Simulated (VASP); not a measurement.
Set up this calculation in VASP 6.6.1, as the native input.

```yaml
Task: relaxation of cell and atoms
Functional: PBEsol
Potentials_or_basis: VASP PAW PBE potentials, release 64 (Sc_sv)
Cutoff: 600 eV
k_mesh: 5 × 5 × 5
Occupations: fermi-dirac, width 0.05 eV
Spin: no spin polarisation
Target_pressure: 45 GPa
Dipole_correction: no
Further_INCAR_settings: ALGO = Normal; EDIFF = 1e-06; IBRION = 2; EDIFFG = -0.02; NSW = 80; ISIF = 3
```

The structure of Sc lies in POSCAR:

```
Sc
1.0
    0.0000000000      3.1900000000      3.1900000000
    3.1900000000      0.0000000000      3.1900000000
    3.1900000000      3.1900000000      0.0000000000
Sc
2
Direct
    0.0000000000      0.0000000000      0.0000000000
    0.2500000000      0.2500000000      0.2500000000
```

This isn't the form of Sc at room conditions, which is hcp.

These files were run (other wordings do the same):

INCAR

```
SYSTEM = Sc
PREC     = Accurate       ! precision mode
ENCUT    = 600            ! plane-wave cutoff, eV
EDIFF    = 1E-6           ! SCF threshold, eV
ISMEAR   = -1             ! smearing method
SIGMA    = 0.05           ! smearing width, eV
LREAL    = .False.        ! projectors in reciprocal space
LASPH    = .True.         ! aspherical terms in the spheres
NELM     = 100            ! most SCF steps
ALGO     = Normal         ! electronic algorithm
ISIF     = 3              ! what is computed and relaxed
LWAVE    = .False.        ! write WAVECAR
LCHARG   = .False.        ! write CHGCAR
GGA      = PS             ! functional
IBRION   = 2              ! ionic algorithm
NSW      = 80             ! ionic steps
EDIFFG   = -0.02          ! ionic threshold
PSTRESS  = 450.0
```

KPOINTS

```
Automatic mesh
0
Gamma
  5 5 5
  0 0 0
```

Potentials or basis: VASP PAW PBE potentials, release 64 (Sc_sv).

The run is started by

```console
$ cat potpaw_PBE.64/Sc_sv/POTCAR > POTCAR
$ mpirun -np 1 vasp_std > vasp.out
```

It gave:

```json
{"Relaxed volume": "14.01 Å³/atom", "Relaxed cell": "a = 3.409 Å, b = 3.409 Å, c = 3.409 Å, α = 60.00°, β = 60.00°, γ = 60.00°", "Space group after relaxing (to 0.1 Å)": "Fd-3m (No. 227)", "Energy change on relaxing (the run minimises the enthalpy)": "+907.0 meV/atom", "Ionic steps": "8", "Pressure after relaxing": "45.1 GPa", "Band gap on the k mesh": "zero (bands 11 and 12 overlap by 0.35 eV)"}
```

Caveat: the cell is relaxed towards a set pressure, so the run minimises the enthalpy, not the energy; the volume moved by over 15 % at a fixed basis, so the end points are rough; atoms lie so close that the PAW spheres overlap strongly, which falsifies energies and pressures; the PAW data sets were made with another functional, which shifts forces and pressure a little.

Wall time 2.2 min on 1 thread of Intel Xeon 8259CL (shared host), peak memory 0.24 GiB.
